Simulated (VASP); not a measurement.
Runs of VASP 6.6.1 on SrO. The structure is that of space group Fm-3m (No. 225), or close to it. The cells are those of the table. 

```csv
cell,k mesh,cutoff (eV),smearing,gap on the mesh (eV),pressure (GPa)
"a = 3.603 Å, angles 60.0°, 2 atoms",6 × 6 × 6,600,gaussian 0.1 eV,3.25,6.1
"a = 3.492 Å, angles 60.0°, 2 atoms",6 × 6 × 6,600,gaussian 0.1 eV,3.14,19.0
"a = 3.492 Å, angles 60.0°, 2 atoms",8 × 8 × 8,520,gaussian 0.02 eV,3.14,(a)
"a = 3.603 Å, angles 60.0°, 2 atoms",8 × 8 × 8,600,gaussian 0.02 eV,3.25,6.1
```

Alike in all rows: task single point; level PBE; potentials or basis VASP PAW PBE potentials, release 64 (Sr_sv, O); no spin polarisation.

Problem. Estimate the missing entries.

Solution. (a) 19.1.

A k mesh can miss the band edges, and the runs leave out spin-orbit coupling on Sr.
